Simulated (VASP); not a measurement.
A run of VASP 6.6.1 is set up as follows.

The input INCAR:

```
PREC = Accurate ; ENCUT = 450
EDIFF = 1E-7 ; ISMEAR = 0
SIGMA = 0.1 ; LREAL = False
LASPH = True ; NELM = 120
ALGO = Normal ; ISIF = 2
LWAVE = False ; LCHARG = False
GGA = PE ; IBRION = 2
NSW = 60 ; EDIFFG = -0.002
GGA_COMPAT = False ; NELMIN = 4
```

Contents of KPOINTS:

```
Automatic mesh
0
Gamma
  10 10 10
```

The input POSCAR:

```
Ge
1.0
   -0.0160792829      2.8677816009      2.8882939062
    2.8677816009     -0.0160792829      2.8882939062
    2.8517023179      2.8517023179      0.0000000000
Ge
2
Direct
   -0.0008392625     -0.0008392625      0.0008392625
    0.2508392625      0.2508392625      0.2491607375
```

Potentials or basis: VASP PAW PBE potentials, release 64 (Ge_d).

Command:

```sh
$ cat potpaw_PBE.64/Ge_d/POTCAR > POTCAR
$ mpirun -np 1 vasp_std > vasp.out
```

(1) What does it give for the energy gained by relaxing?

Results:

(1) 0.0 meV/atom.

Caveat: the cell differs from its parent crystal (strained cell).
